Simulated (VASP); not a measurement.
A run of VASP 6.6.1:

File INCAR:

```
SYSTEM = CaO
ALGO = Normal
EDIFF = 1E-6
ENCUT = 520
GGA = PS
ISIF = 2
ISMEAR = -1
IVDW = 13
LASPH = .True.
LCHARG = .True.
LELF = .True.
LREAL = .False.
LVHAR = .True.
LWAVE = .False.
NBANDS = 15
NELM = 100
PREC = Accurate
SIGMA = 0.05
```

The input KPOINTS:

```
k-points
0
Gamma
  10 10 10
  0 0 0
```

Contents of POSCAR:

```
CaO
1.0
    0.0000000000      2.3544897713      2.3544897713
    2.3544897713      0.0000000000      2.3544897713
    2.3544897713      2.3544897713      0.0000000000
Ca O
1 1
Direct
    0.0000000000      0.0000000000      0.0000000000
    0.5000000000      0.5000000000      0.5000000000
```

Potentials or basis: VASP PAW PBE potentials, release 64 (Ca_sv, O).

The run is started by

```sh
$ cat potpaw_PBE.64/Ca_sv/POTCAR potpaw_PBE.64/O/POTCAR > POTCAR
$ mpirun -np 1 vasp_std > vasp.out
```

Hardware: 1 thread of Intel Xeon 8259CL (shared host).

**Question.** Estimate the wall time of this run.

**Answer.** It took 32 s on 1 thread of Intel Xeon 8259CL, with other jobs on the host, peak memory 0.17 GiB. Counts: scf iterations 12, k points 47.
